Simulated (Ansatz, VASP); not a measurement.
GaP: VASP beside Ansatz

```
Ga P
1.0
     0.00000    2.52537    2.52537
     2.52537    0.00000    2.52537
     2.52537    2.52537    0.00000
Ga P
1 1
Direct
  0.00000 0.00000 0.00000
  0.50000 0.50000 0.50000
```

Alike in both runs: functional LDA; k mesh 14 × 14 × 14; occupations fermi-dirac, width 0.1 eV; no spin polarisation.

Ansatz relaxed the structure, and its values are those at the end. VASP's run is a single point on that final structure, the one shown.

```csv
,VASP,Ansatz
version,VASP 6.6.1,Ansatz 0.2.0
potentials or method,"VASP PAW LDA potentials, release 64 (Ga_d, P)","PAW with Ansatz's default frozen-core files, scalar-relativistic"
plane-wave cutoff (eV),500,420
valence electrons in the cell,18,18
```

VASP gave:

```
pressure (GPa) : 0.1
```

Problem. Estimate Ansatz's values.

Solution. Pressure (GPa): 0.0.

LDA's correlation is that of Perdew and Zunger in VASP and of Perdew and Wang (1992) in Ansatz.
